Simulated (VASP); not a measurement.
# Mg (P6_3/mmc) in VASP: notebook

The runs below take Mg through single point, with PBE.

Program: VASP 6.6.1. These are calculated values, not measurements. Logs are shortened: lines on timing, memory, paths and dates and some standing lists are left out, and cuts for length are marked.

## 1. The cell of the first run

Symmetry: P6_3/mmc, No. 194, hexagonal system. Conventional cell: a = 2.538 Å, b = 2.538 Å, c = 4.132 Å, α = 90.00°, β = 90.00°, γ = 120.00°. Mg (site symmetry -6m2) has 12 Mg at 2.53 to 2.54 Å within 3.3 Å.

## 2. Single point, PBE

The input, INCAR:

```
ALGO = Normal
EDIFF = 1E-7
ENCUT = 520
GGA = PE
ISIF = 2
ISMEAR = -1
LASPH = True
LCHARG = True
LELF = True
LREAL = False
LVHAR = True
LWAVE = False
NBANDS = 9
NELM = 100
PREC = Accurate
SIGMA = 0.1
```

The input, KPOINTS:

```
k-points
0
Gamma
  17 17 10
```

The input, POSCAR:

```
Mg
1.0
    2.5381438902      0.0000000000      0.0000000000
   -1.2690719451      2.1980970873      0.0000000000
    0.0000000000      0.0000000000      4.1322354245
Mg
2
Direct
    0.3333333333      0.6666666667      0.2500000000
    0.6666666667      0.3333333333      0.7500000000
```

Potentials or basis: VASP PAW PBE potentials, release 64 (Mg).

Command:

```sh
$ cat potpaw_PBE.64/Mg/POTCAR > POTCAR
$ mpirun -np 1 vasp_std > vasp.out
```

OUTCAR:

```text
EDIFF = 1E-7
   ENCUT = 520
   GGA = PE
   ISIF = 2
   ISMEAR = -1
   LASPH = True
   LREAL = False
   NELM = 100
   PREC = Accurate

 ion  position               nearest neighbor table
   1  0.333  0.667  0.250-   2 2.53   2 2.53   2 2.53   2 2.53   2 2.53   2 2.53   2 3.59   2 3.59
                             2 3.59   2 3.59   2 3.59   2 3.59
   2  0.667  0.333  0.750-   1 2.53   1 2.53   1 2.53   1 2.53   1 2.53   1 2.53   1 3.59   1 3.59
                             1 3.59   1 3.59   1 3.59   1 3.59

  LATTYP: Found a hexagonal cell.
 ALAT       =     2.5381438902
 C/A-ratio  =     1.6280540439

  Lattice vectors:

 A1 = (   2.5381438902,   0.0000000000,   0.0000000000)
 A2 = (  -1.2690719451,   2.1980970873,   0.0000000000)
 A3 = (   0.0000000000,   0.0000000000,   4.1322354245)

Analysis of symmetry for initial positions (statically):
=====================================================================
 Subroutine PRICEL returns:
 Original cell was already a primitive cell.

 Routine SETGRP: Setting up the symmetry group for a
 hexagonal supercell.

 Subroutine GETGRP returns: Found 24 space group operations
 (whereof 12 operations were pure point group operations)
 out of a pool of 24 trial point group operations.

The static configuration has the point symmetry D_3d.
 The point group associated with its full space group is D_6h.

Analysis of symmetry for dynamics (positions and initial velocities):
=====================================================================
 Subroutine PRICEL returns:
 Original cell was already a primitive cell.

 Routine SETGRP: Setting up the symmetry group for a
 hexagonal supercell.

 Subroutine GETGRP returns: Found 24 space group operations
 (whereof 12 operations were pure point group operations)
 out of a pool of 24 trial point group operations.

The dynamic configuration has the point symmetry D_3d.
 The point group associated with its full space group is D_6h.

 Subroutine INISYM returns: Found 24 space group operations
 (whereof 12 operations are pure point group operations),
 and found     1 'primitive' translations

----------------------------------------------------------------------------------------

                                     Primitive cell

  volume of cell :      23.0541

  direct lattice vectors                    reciprocal lattice vectors
     2.538143890  0.000000000  0.000000000     0.393988695  0.227469479  0.000000000
    -1.269071945  2.198097087  0.000000000     0.000000000  0.454938959  0.000000000
     0.000000000  0.000000000  4.132235425     0.000000000  0.000000000  0.241999765

  length of vectors
     2.538143890  2.538143890  4.132235425     0.454938959  0.454938959  0.241999765

  position of ions in fractional coordinates (direct lattice)
     0.333333333  0.666666667  0.250000000
     0.666666667  0.333333333  0.750000000

  ion indices of the primitive-cell ions
   primitive index   ion index
                 1           1
                 2           2

----------------------------------------------------------------------------------------

 KPOINTS: k-points

Automatic generation of k-mesh.
 Grid dimensions read from file:
 generate k-points for:   17   17   10

 Generating k-lattice:

  Cartesian coordinates                     Fractional coordinates (reciprocal lattice)
     0.023175806  0.013380558  0.000000000     0.058823529  0.000000000  0.000000000
     0.000000000  0.026761115  0.000000000     0.000000000  0.058823529  0.000000000
     0.000000000  0.000000000  0.024199976     0.000000000  0.000000000  0.100000000

  Length of vectors
     0.026761115  0.026761115  0.024199976

  Shift w.r.t. Gamma in fractional coordinates (k-lattice)
     0.000000000  0.000000000  0.000000000

 Subroutine IBZKPT returns following result:
 ===========================================

 Found    198 irreducible k-points:

 Following reciprocal coordinates:
            Coordinates               Weight
  0.000000  0.000000  0.000000      1.000000
  0.058824 -0.000000  0.000000      6.000000
  0.117647 -0.000000  0.000000      6.000000
  0.176471 -0.000000  0.000000      6.000000
  0.235294 -0.000000  0.000000      6.000000
  0.294118  0.000000  0.000000      6.000000
[... 16 lines left out ...]
  0.411765  0.117647  0.000000     12.000000
  0.176471  0.176471  0.000000      6.000000
 [... further k-points ...]
   k-points           NKPTS =    198   k-points in BZ     NKDIM =    198   number of bands    NBANDS=      9
   number of dos      NEDOS =    301   number of ions     NIONS =      2
   total plane-waves  NPLWV =  12800
   dimension x,y,z NGX =    20 NGY =   20 NGZ =   32
   dimension x,y,z NGXF=    40 NGYF=   40 NGZF=   64
   ions per type =               2
   NGX,Y,Z   is equivalent  to a cutoff of  13.10, 13.10, 12.87 a.u.
   NGXF,Y,Z  is equivalent  to a cutoff of  26.20, 26.20, 25.75 a.u.
 SYSTEM =  unknown system
   PREC   = accura    normal or accurate (medium, high low for compatibility)
   ISTART =      0    job   : 0-new  1-cont  2-samecut
   ICHARG =      2    charge: 1-file 2-atom 10-const
   ISPIN  =      1    spin polarized calculation?
   LNONCOLLINEAR =      F non collinear calculations
   LSORBIT =      F    spin-orbit coupling
   LASPH  =      T    aspherical Exc in radial PAW
   ENCUT  =  520.0 eV  38.22 Ry    6.18 a.u.   4.72  4.72  7.68*2*pi/ulx,y,z
   NELM   =    100;   NELMIN=  2; NELMDL= -5     # of ELM steps
   EDIFF  = 0.1E-06   stopping-criterion for ELM
   LREAL  =      F    real-space projection
   EDIFFG = 0.1E-05   stopping-criterion for IOM
   NSW    =      0    number of steps for IOM
   IBRION =     -1    ionic relax: 0-MD 1-quasi-New 2-CG
   NFREE  =      0    steps in history (QN), initial steepest desc. (CG)
   ISIF   =      2    stress and relaxation
   ISYM   =      2    0-nonsym 1-usesym 2-fastsym
   POTIM  = 0.5000    time-step for ionic-motion
   TEBEG  =    0.0;   TEEND  =   0.0 temperature during run
   PSTRESS=    0.0 pullay stress
   NELECT =       4.0000    total number of electrons
   NUPDOWN=      -1.0000    fix difference up-down
   EMIN   =  10.00;   EMAX   =-10.00  energy-range for DOS
   EFERMI =   0.00;   METHOD = LEGACY
   ISMEAR =    -1;   SIGMA  =   0.10  broadening in eV -4-tet -1-fermi 0-gaus
   EFERMI_NEDOS =   21; number of points for ismear=-14 and -15
   IALGO  =     38    algorithm
   IMIX   =      4    mixing-type and parameters
     AMIX     =   0.40;   BMIX     =  1.00
     AMIX_MAG =   1.60;   BMIX_MAG =  1.00
  volume/ion in A,a.u.               =      11.53        77.79
  Fermi-wavevector in a.u.,A,eV,Ry     =   0.913087  1.725484 11.343554  0.833728
  Thomas-Fermi vector in A             =   2.037558
   LORBIT       =      0    0 simple, 1 ext, 2 COOP (PROOUT), +10 PAW based schemes
   GGA     = PE    functional components
   LHFCALC =     F    Hartree Fock is set to
   AEXX    =    0.0000 exact exchange contribution
   IVDW    =     0    specifies the selected vdW correction
   LEPSILON=     F    determine dielectric tensor
   LRPA    =     F    only Hartree local field effects (RPA)
 non-spin polarized calculation
  energy-cutoff  :      520.00
  volume of cell :       23.05
 maximum number of plane-waves:       640
 NGX is ok and might be reduce to    20
   NGX =  9   NGY =  9   NGZ = 15

 number of electron       4.0000000 magnetization

 Free energy of the ion-electron system (eV)
  ---------------------------------------------------
  ext. energy  EPLUGINS =         0.00000000
  ---------------------------------------------------
  free energy    TOTEN  =         0.83554868 eV

  energy without entropy =        0.85203409  energy(sigma->0) =        0.84379138

 E-fermi :   7.5618     XC(G=0): -10.9319

 val. band max:        7.5545133276   @ k =   0.4706  -0.0000   0.5000
 cond. band min:       7.5701005851   @ k =   0.2941   0.2941   0.1000
 fundamental gap:      0.0155872576
 Fermi energy:         7.5618404472

 k-point     1 :       0.0000    0.0000    0.0000
  band No.  band energies     occupation
      1      -2.9041      2.00000
      2       4.6845      2.00000
      3       6.2338      2.00000
      4      23.0107      0.00000
      5      23.0107      0.00000
      6      23.9485      0.00000
      7      24.8064      0.00000
      8      24.8064      0.00000
      9      28.2012      0.00000

 k-point     2 :       0.0588   -0.0000    0.0000
  band No.  band energies     occupation
      1      -2.7946      2.00000
      2       4.7690      2.00000
      3       6.3334      1.99999
      4      21.1596      0.00000
      5      22.5702      0.00000
      6      23.7526      0.00000
      7      25.1056      0.00000
      8      25.3183      0.00000
      9      27.6047      0.00000

 k-point     3 :       0.1176   -0.0000    0.0000
  band No.  band energies     occupation
      1      -2.4678      2.00000
      2       5.0234      2.00000
      3       6.6265      1.99983
      4      18.6862      0.00000
      5      21.8168      0.00000
      6      22.1335      0.00000
      7      25.0881      0.00000
      8      25.7081      0.00000
      9      26.2507      0.00000

 k-point     4 :       0.1765   -0.0000    0.0000
  band No.  band energies     occupation
      1      -1.9282      2.00000
      2       5.4491      2.00000
      3       7.0938      1.98162
      4      16.2468      0.00000
      5      20.4779      0.00000
      6      21.0967      0.00000
      7      22.4978      0.00000
      8      26.0196      0.00000
      9      26.1060      0.00000
[... 205 lines left out ...]
 k-point    22 :       0.3529    0.1176    0.0000
  band No.  band energies     occupation
      1       2.4640      2.00000
      2       7.1427      1.97021
      3       9.1805      0.00000
      4      11.0444      0.00000
      5      13.9233      0.00000
      6      14.0516      0.00000
      7      19.2058      0.00000
      8      20.1355      0.00000
      9      24.9142      0.00000

 k-point    23 :       0.4118    0.1176    0.0000
  band No.  band energies     occupation
      1       3.8577      2.00000
      2       5.5779      2.00000
      3      10.4352      0.00000
      4      11.4828      0.00000
      5      12.2738      0.00000
      6      13.6518      0.00000
      7      18.6884      0.00000
      8      19.9440      0.00000
      9      24.8210      0.00000

 k-point    24 :       0.1765    0.1765    0.0000
  band No.  band energies     occupation
      1      -0.0357      2.00000
      2       7.0005      1.99273
      3       8.4776      0.00021
      4      12.3774      0.00000
      5      14.9185      0.00000
      6      19.2964      0.00000
      7      19.6177      0.00000
      8      22.0290      0.00000
      9      24.3970      0.00000

 [... further k-points ...]
[... 5 lines left out ...]
  --------------------------------------------------------------------------------------
  -------------------------------------------------------------------------------------
  Total       13.7791517     13.7791517     13.7809713      0.0000000     -0.0000000     -0.0000000
  in kB      957.6016784    957.6016783    957.7281311      0.0000000     -0.0000000     -0.0000000
  external PRESSURE =     957.6438292 kB  Pullay stress =       0.0000000 kB

 VOLUME and BASIS-vectors are now :
 -----------------------------------------------------------------------------
  energy-cutoff  :      520.00
  volume of cell :       23.05
      direct lattice vectors                 reciprocal lattice vectors
     2.538143890  0.000000000  0.000000000     0.393988695  0.227469479  0.000000000
    -1.269071945  2.198097087  0.000000000     0.000000000  0.454938959  0.000000000
     0.000000000  0.000000000  4.132235425     0.000000000  0.000000000  0.241999765

 POSITION                                       TOTAL-FORCE (eV/Angst)
 -----------------------------------------------------------------------------------
     -0.00000      1.46540      1.03306         0.000000     -0.000000      0.000000
      1.26907      0.73270      3.09918        -0.000000      0.000000      0.000000
 -----------------------------------------------------------------------------------
    total drift:                                0.000000     -0.000000      0.000000

  FREE ENERGIE OF THE ION-ELECTRON SYSTEM (eV)
  ---------------------------------------------------
  free  energy   TOTEN  =         0.8355486801 eV

  energy  without entropy=        0.8520340878  energy(sigma->0) =        0.84379138
```

It took 13 s on 1 thread of Intel Xeon 6975P-C (Granite Rapids), shared host; peak memory 0.16 GiB.

What came out:

- Free energy: 0.8355 eV
- Pressure: 95.8 GPa
- Band gap on the k mesh: zero (band 2 reaches 8.84 eV, above the bottom of band 3 at 6.23 eV)

Levels at points of the mesh, in eV from the Fermi level:
```tsv
k point	band 1	band 2	band 3	band 4	band 5
(0.00, 0.00, 0.00)	-10.47	-2.88	-1.33	15.45	15.45
(0.00, 0.00, 0.50)	-8.28	-8.28	7.27	7.27	16.28
```

(Continued in part 2 of 2.)
